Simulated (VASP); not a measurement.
# MnO (F-43m) in VASP: notebook

The runs below take MnO through single point, with r2SCAN0, HF.

All numbers are computed with VASP 6.6.1; they aren't measurements. Logs are shortened: lines on timing, memory, paths and dates and some standing lists are left out, and cuts for length are marked.

## Step 1: The cell of the first run

Symmetry: F-43m, No. 216, cubic system. The conventional cell has a = 4.873 Å, b = 4.873 Å, c = 4.873 Å, α = 90.00°, β = 90.00°, γ = 90.00°. Within 2.8 Å of Mn (site symmetry -43m) lie 4 O at 2.11 Å. Within 2.8 Å of O (site symmetry -43m) lie 4 Mn at 2.11 Å.

## Step 2: Single point, r2SCAN0, collinear spin, ferromagnetic start

POSCAR reads:

```
MnO
1.0
    0.0000000000      2.4365134300      2.4365134300
    2.4365134300      0.0000000000      2.4365134300
    2.4365134300      2.4365134300      0.0000000000
Mn O
1 1
Direct
    0.0000000000      0.0000000000      0.0000000000
    0.2500000000      0.2500000000      0.2500000000
```

INCAR.step1 reads:

```
PREC = Accurate ; ENCUT = 580
EDIFF = 1E-5 ; ISMEAR = -1
SIGMA = 0.05 ; LREAL = False
LASPH = True ; NELM = 200
ALGO = Normal ; ISIF = 2
LWAVE = True ; LCHARG = False
ISPIN = 2 ; MAGMOM = 4 0
LORBIT = 11 ; LMAXMIX = 4
NBANDS = 22 ; GGA = PE
GGA_COMPAT = False
```

INCAR.step2 reads:

```
PREC = Accurate ; ENCUT = 580
EDIFF = 1E-6 ; ISMEAR = -1
SIGMA = 0.05 ; LREAL = False
LASPH = True ; NELM = 200
ALGO = Normal ; ISIF = 2
LWAVE = False ; LCHARG = False
ISPIN = 2 ; MAGMOM = 4 0
LORBIT = 11 ; LMAXMIX = 4
METAGGA = R2SCAN ; LHFCALC = True
AEXX = 0.25 ; LMIXTAU = True
PRECFOCK = Normal ; NBANDS = 22
ISTART = 1 ; GGA_COMPAT = False
```

KPOINTS reads:

```
Automatic mesh
0
Gamma
  5 5 5
```

Potentials or basis: VASP PAW PBE potentials, release 64 (Mn_sv, O).

On the command line:

```sh
> cat potpaw_PBE.64/Mn_sv/POTCAR potpaw_PBE.64/O/POTCAR > POTCAR
> cp INCAR.step1 INCAR
> mpirun -np 1 vasp_std > vasp.out
> cp INCAR.step2 INCAR
> mpirun -np 1 vasp_std > vasp.out
```

OUTCAR:

```text
PREC = Accurate
   ENCUT = 580
   EDIFF = 1E-6
   ISMEAR = -1
   LREAL = False
   LASPH = True
   NELM = 200
   ISIF = 2
   ISPIN = 2
   LORBIT = 11
   METAGGA = R2SCAN
   LHFCALC = True
   AEXX = 0.25
   PRECFOCK = Normal
   ISTART = 1

 ion  position               nearest neighbor table
   1  0.000  0.000  0.000-   2 2.11   2 2.11   2 2.11   2 2.11
   2  0.250  0.250  0.250-   1 2.11   1 2.11   1 2.11   1 2.11

  LATTYP: Found a face centered cubic cell.
 ALAT       =     4.8730268600

  Lattice vectors:

 A1 = (   0.0000000000,   2.4365134300,   2.4365134300)
 A2 = (   2.4365134300,   0.0000000000,   2.4365134300)
 A3 = (   2.4365134300,   2.4365134300,   0.0000000000)

Analysis of symmetry for initial positions (statically):
=====================================================================
 Subroutine PRICEL returns:
 Original cell was already a primitive cell.

 Routine SETGRP: Setting up the symmetry group for a
 face centered cubic supercell.

 Subroutine GETGRP returns: Found 24 space group operations
 (whereof 24 operations were pure point group operations)
 out of a pool of 48 trial point group operations.

The static configuration has the point symmetry T_d .

Analysis of symmetry for dynamics (positions and initial velocities):
=====================================================================
 Subroutine PRICEL returns:
 Original cell was already a primitive cell.

 Routine SETGRP: Setting up the symmetry group for a
 face centered cubic supercell.

 Subroutine GETGRP returns: Found 24 space group operations
 (whereof 24 operations were pure point group operations)
 out of a pool of 48 trial point group operations.

The dynamic configuration has the point symmetry T_d .

Analysis of structural, dynamic, and magnetic symmetry:
=====================================================================
 Subroutine PRICEL returns:
 Original cell was already a primitive cell.

 Routine SETGRP: Setting up the symmetry group for a
 face centered cubic supercell.

 Subroutine GETGRP returns: Found 24 space group operations
 (whereof 24 operations were pure point group operations)
 out of a pool of 48 trial point group operations.

The overall configuration has the point symmetry T_d .

 Subroutine INISYM returns: Found 24 space group operations
 (whereof 24 operations are pure point group operations),
 and found     1 'primitive' translations

----------------------------------------------------------------------------------------

                                     Primitive cell

  volume of cell :      28.9292

  direct lattice vectors                    reciprocal lattice vectors
     0.000000000  2.436513430  2.436513430    -0.205211264  0.205211264  0.205211264
     2.436513430  0.000000000  2.436513430     0.205211264 -0.205211264  0.205211264
     2.436513430  2.436513430  0.000000000     0.205211264  0.205211264 -0.205211264

  length of vectors
     3.445750338  3.445750338  3.445750338     0.355436335  0.355436335  0.355436335

  position of ions in fractional coordinates (direct lattice)
     0.000000000  0.000000000  0.000000000
     0.250000000  0.250000000  0.250000000

  ion indices of the primitive-cell ions
   primitive index   ion index
                 1           1
                 2           2

----------------------------------------------------------------------------------------

 KPOINTS: Automatic mesh

Automatic generation of k-mesh.
 Grid dimensions read from file:
 generate k-points for:    5    5    5

 Generating k-lattice:

  Cartesian coordinates                     Fractional coordinates (reciprocal lattice)
    -0.041042253  0.041042253  0.041042253     0.200000000  0.000000000  0.000000000
     0.041042253 -0.041042253  0.041042253     0.000000000  0.200000000  0.000000000
     0.041042253  0.041042253 -0.041042253     0.000000000  0.000000000  0.200000000

  Length of vectors
     0.071087267  0.071087267  0.071087267

  Shift w.r.t. Gamma in fractional coordinates (k-lattice)
     0.000000000  0.000000000  0.000000000

 Subroutine IBZKPT returns following result:
 ===========================================

 Found     10 irreducible k-points:

 Following reciprocal coordinates:
            Coordinates               Weight
  0.000000  0.000000  0.000000      1.000000
  0.200000  0.000000  0.000000      8.000000
  0.400000  0.000000  0.000000      8.000000
  0.200000  0.200000  0.000000      6.000000
  0.400000  0.200000  0.000000     24.000000
 -0.400000  0.200000  0.000000     24.000000
 -0.200000  0.200000  0.000000     12.000000
  0.400000  0.400000  0.000000      6.000000
 -0.400000  0.400000  0.000000     12.000000
 -0.400000  0.400000  0.200000     24.000000
   k-points           NKPTS =     10   k-points in BZ     NKDIM =    125   number of bands    NBANDS=     22
   number of dos      NEDOS =    301   number of ions     NIONS =      2
   total plane-waves  NPLWV =  21952
   dimension x,y,z NGX =    28 NGY =   28 NGZ =   28
   dimension x,y,z NGXF=    56 NGYF=   56 NGZF=   56
   ions per type =               1   1
   NGX,Y,Z   is equivalent  to a cutoff of  13.51, 13.51, 13.51 a.u.
   NGXF,Y,Z  is equivalent  to a cutoff of  27.02, 27.02, 27.02 a.u.
 SYSTEM =  unknown system
   PREC   = accura    normal or accurate (medium, high low for compatibility)
   ISTART =      1    job   : 0-new  1-cont  2-samecut
   ICHARG =      0    charge: 1-file 2-atom 10-const
   ISPIN  =      2    spin polarized calculation?
   LNONCOLLINEAR =      F non collinear calculations
   LSORBIT =      F    spin-orbit coupling
   LASPH  =      T    aspherical Exc in radial PAW
   ENCUT  =  580.0 eV  42.63 Ry    6.53 a.u.   6.77  6.77  6.77*2*pi/ulx,y,z
   NELM   =    200;   NELMIN=  2; NELMDL=  0     # of ELM steps
   EDIFF  = 0.1E-05   stopping-criterion for ELM
   LREAL  =      F    real-space projection
   EDIFFG = 0.1E-04   stopping-criterion for IOM
   NSW    =      0    number of steps for IOM
   IBRION =     -1    ionic relax: 0-MD 1-quasi-New 2-CG
   NFREE  =      0    steps in history (QN), initial steepest desc. (CG)
   ISIF   =      2    stress and relaxation
   ISYM   =      3    0-nonsym 1-usesym 2-fastsym
   POTIM  = 0.5000    time-step for ionic-motion
   TEBEG  =    0.0;   TEEND  =   0.0 temperature during run
   PSTRESS=    0.0 pullay stress
   NELECT =      21.0000    total number of electrons
   NUPDOWN=      -1.0000    fix difference up-down
   EMIN   =  10.00;   EMAX   =-10.00  energy-range for DOS
   EFERMI =   0.00;   METHOD = LEGACY
   ISMEAR =    -1;   SIGMA  =   0.05  broadening in eV -4-tet -1-fermi 0-gaus
   EFERMI_NEDOS =   21; number of points for ismear=-14 and -15
   IALGO  =     38    algorithm
   IMIX   =      1    mixing-type and parameters
     AMIX     =   0.40;   BMIX     =  1.00
     AMIX_MAG =   1.60;   BMIX_MAG =  1.00
  volume/ion in A,a.u.               =      14.46        97.61
  Fermi-wavevector in a.u.,A,eV,Ry     =   1.471304  2.780362 29.453019  2.164736
  Thomas-Fermi vector in A             =   2.586456
   LORBIT       =     11    0 simple, 1 ext, 2 COOP (PROOUT), +10 PAW based schemes
   METAGGA = R2SCAN    functional components
   LHFCALC =     T    Hartree Fock is set to
   PRECFOCK=normal    Normal, Fast or Accurate (Low or Medium for compatibility)
   ENCUT4O =  -1.0   cutoff for four orbital integrals eV
   NKREDX  =     1    reduce k-point grid by
   NKREDY  =     1    reduce k-point grid by
   NKREDZ  =     1    reduce k-point grid by
   AEXX    =    0.2500 exact exchange contribution
   HFSCREEN=    0.0000 screening length (either q_TF or 0.3 A-1)
   HFSCREENC=   0.0000 screening length for correlation (either q_TF or 0.3 A-1)
   ENCUTFOCK=  -1.0 apply spherical cutoff to Coloumb kernel
   IVDW    =     0    specifies the selected vdW correction
   LEPSILON=     F    determine dielectric tensor
   LRPA    =     F    only Hartree local field effects (RPA)
 spin polarized calculation
  energy-cutoff  :      580.00
  volume of cell :       28.93
 maximum number of plane-waves:       941
  NGX = 24; NGY = 24; NGZ = 24

 number of electron      20.9999995 magnetization       5.0001004

 Free energy of the ion-electron system (eV)
  ---------------------------------------------------
  ext. energy  EPLUGINS =         0.00000000
  ---------------------------------------------------
  free energy    TOTEN  =       -31.63203703 eV

  energy without entropy =      -31.63203702  energy(sigma->0) =      -31.63203702

 E-fermi :   4.7925     XC(G=0):  -8.3595

 val. band max:        4.0173343243   @ k =   0.0000   0.0000   0.0000
 cond. band min:       5.5104053137   @ k =   0.0000   0.0000   0.0000
 fundamental gap:      1.4930709895
 Fermi energy:         4.7925271967

 spin component 1

 k-point     1 :       0.0000    0.0000    0.0000
  band No.  band energies     occupation
      1     -84.3091      1.00000
      2     -50.8710      1.00000
      3     -50.8710      1.00000
      4     -50.8710      1.00000
      5     -16.8508      1.00000
      6      -1.9738      1.00000
[... 223 lines left out ...]
      5     -16.3624      1.00000
      6      -2.1449      1.00000
[... 14 lines left out ...]
     21      29.3118      0.00000
     22      31.5402      0.00000
 Fermi energy:         4.7925271967

 spin component 2

 k-point     1 :       0.0000    0.0000    0.0000
  band No.  band energies     occupation
      1     -76.9713      1.00000
      2     -42.9962      1.00000
      3     -42.9962      1.00000
      4     -42.9962      1.00000
      5     -16.3840      1.00000
      6       0.3659      1.00000
[... 224 lines left out ...]
      6      -0.8025      1.00000
[... 14 lines left out ...]
     21      30.1892      0.00000
     22      32.6329      0.00000

------------------------ aborting loop because EDIFF is reached ----------------------------------------

  FORCE on cell =-STRESS in cart. coord.  units (eV):
  Direction    XX          YY          ZZ          XY          YZ          ZX
  --------------------------------------------------------------------------------------
  -------------------------------------------------------------------------------------
  Total       -1.6095540     -1.6095540     -1.6095540      0.0000000      0.0000000     -0.0000000
  in kB      -89.1414550    -89.1414550    -89.1414550      0.0000000      0.0000000     -0.0000000
  external PRESSURE =     -89.1414550 kB  Pullay stress =       0.0000000 kB

 VOLUME and BASIS-vectors are now :
 -----------------------------------------------------------------------------
  energy-cutoff  :      580.00
  volume of cell :       28.93
      direct lattice vectors                 reciprocal lattice vectors
     0.000000000  2.436513430  2.436513430    -0.205211264  0.205211264  0.205211264
     2.436513430  0.000000000  2.436513430     0.205211264 -0.205211264  0.205211264
     2.436513430  2.436513430  0.000000000     0.205211264  0.205211264 -0.205211264

 POSITION                                       TOTAL-FORCE (eV/Angst)
 -----------------------------------------------------------------------------------
      0.00000      0.00000      0.00000        -0.000000      0.000000     -0.000000
      1.21826      1.21826      1.21826         0.000000     -0.000000      0.000000
 -----------------------------------------------------------------------------------
    total drift:                               -0.000010      0.000011      0.000002

  FREE ENERGIE OF THE ION-ELECTRON SYSTEM (eV)
  ---------------------------------------------------
  free  energy   TOTEN  =       -31.6320370265 eV

  energy  without entropy=      -31.6320370192  energy(sigma->0) =      -31.63203702

 total charge

# of ion       s       p       d       tot
------------------------------------------
    1        2.108   6.023   4.657  12.789
    2        1.550   3.494   0.000   5.044
--------------------------------------------------
tot          3.658   9.517   4.657  17.833

 magnetization (x)

# of ion       s       p       d       tot
------------------------------------------
    1        0.019   0.017   4.380   4.416
    2        0.015   0.126   0.000   0.141
--------------------------------------------------
tot          0.034   0.143   4.380   4.557
```

Wall time 27 min (1 thread of Intel Xeon Platinum 8488C (Sapphire Rapids), shared host); peak memory 0.2 GiB.

What came out:

```
Free energy                                           : -31.6320 eV
Pressure                                              : -8.9 GPa
Band gap on the k mesh                                : 1.49 eV
Net moment                                            : 5.00 μB per cell
Site moments                                          : Mn +4.42; O +0.14 μB
Valence electrons inside the program's atomic spheres : Mn 12.79; O 5.04
```

Levels at points of the mesh, in eV from the valence-band top:
Spin up:
| k point | band 11 | band 12 | band 13 | band 14 | band 15 | band 16 |
| --- | --- | --- | --- | --- | --- | --- |
| (0.00, 0.00, 0.00) | 0.00 | 0.00 | 0.00 | 1.49 | 15.33 | 15.33 |
Spin down:
```csv
k point,band 6,band 7,band 8,band 9,band 10,band 11
"(0.00, 0.00, 0.00)",-3.65,-3.65,-3.65,2.89,6.98,6.98
```

Caveat: the k points lie up to 0.45 Å⁻¹ apart; the PAW data sets were made with another functional, which shifts forces and pressure a little; a cell with one magnetic atom can't hold antiferromagnetic order, which such compounds often take.

## Step 3: Single point, HF, collinear spin, ferromagnetic start

POSCAR reads:

```
MnO
1.0
    0.0000000000      2.4369513096      2.4369513096
    2.4369513096      0.0000000000      2.4369513096
    2.4369513096      2.4369513096      0.0000000000
Mn O
1 1
Direct
    0.0000000000      0.0000000000      0.0000000000
    0.2500000000      0.2500000000      0.2500000000
```

INCAR.step1 reads:

```
SYSTEM = MnO
PREC     = Accurate       ! precision mode
ENCUT    = 520            ! plane-wave cutoff, eV
EDIFF    = 1E-5           ! SCF threshold, eV
ISMEAR   = -1             ! smearing method
SIGMA    = 0.05           ! smearing width, eV
LREAL    = .False.        ! projectors in reciprocal space
LASPH    = .True.         ! aspherical terms in the spheres
NELM     = 150            ! most SCF steps
ALGO     = Normal         ! electronic algorithm
ISIF     = 2              ! what is computed and relaxed
LWAVE    = .True.         ! write WAVECAR
LCHARG   = .False.        ! write CHGCAR
ISPIN    = 2              ! spin polarisation
MAGMOM   = 4 0            ! initial moments
LORBIT   = 11             ! projections on sites
LMAXMIX  = 4              ! l up to which the mixer works
NBANDS   = 20             ! bands
GGA      = PE             ! functional
```

INCAR.step2 reads:

```
SYSTEM = MnO
PREC     = Accurate       ! precision mode
ENCUT    = 520            ! plane-wave cutoff, eV
EDIFF    = 1E-6           ! SCF threshold, eV
ISMEAR   = -1             ! smearing method
SIGMA    = 0.05           ! smearing width, eV
LREAL    = .False.        ! projectors in reciprocal space
LASPH    = .True.         ! aspherical terms in the spheres
NELM     = 150            ! most SCF steps
ALGO     = Normal         ! electronic algorithm
ISIF     = 2              ! what is computed and relaxed
LWAVE    = .False.        ! write WAVECAR
LCHARG   = .False.        ! write CHGCAR
ISPIN    = 2              ! spin polarisation
MAGMOM   = 4 0            ! initial moments
LORBIT   = 11             ! projections on sites
LMAXMIX  = 4              ! l up to which the mixer works
GGA      = PE             ! functional
LHFCALC  = .True.         ! exact exchange
AEXX     = 1.0            ! exact-exchange fraction
ALDAC    = 0.0          
AGGAC    = 0.0          
PRECFOCK = Normal       
NBANDS   = 20             ! bands
ISTART   = 1
```

KPOINTS reads:

```
Automatic mesh
0
Gamma
  5 5 5
  0 0 0
```

Potentials or basis: VASP PAW PBE potentials, release 64 (Mn_pv, O).

On the command line:

```sh
> cat potpaw_PBE.64/Mn_pv/POTCAR potpaw_PBE.64/O/POTCAR > POTCAR
> cp INCAR.step1 INCAR
> mpirun -np 1 vasp_std > vasp.out
> cp INCAR.step2 INCAR
> mpirun -np 1 vasp_std > vasp.out
```

Run time: 55 min. Hardware: 1 thread of Intel Xeon 8259CL, shared host; peak memory 0.19 GiB.

The run converged. Its results:

```
Free energy                                           : -52.4649 eV
Pressure                                              : 0.8 GPa
Band gap on the k mesh                                : 9.24 eV
Net moment                                            : 5.00 μB per cell
Site moments                                          : Mn +4.72; O +0.07 μB
Valence electrons inside the program's atomic spheres : Mn 11.30; O 5.14
```

Levels at points of the mesh, in eV from the valence-band top:
Spin up:
| k point | band 8 | band 9 | band 10 | band 11 | band 12 | band 13 | band 14 | band 15 | band 16 | band 17 |
| --- | --- | --- | --- | --- | --- | --- | --- | --- | --- | --- |
| (0.00, 0.00, 0.00) | -5.66 | -5.66 | 0.00 | 0.00 | 0.00 | 9.24 | 23.74 | 23.74 | 23.74 | 28.00 |
Spin down:
```tsv
k point	band 4	band 5	band 6	band 7	band 8	band 9	band 10	band 11
(0.00, 0.00, 0.00)	-23.33	-2.78	-2.78	-2.78	10.42	18.92	18.92	20.88
```

Caveat: the k points lie up to 0.45 Å⁻¹ apart; the PAW data sets were made with another functional, which shifts forces and pressure a little; a cell with one magnetic atom can't hold antiferromagnetic order, which such compounds often take.
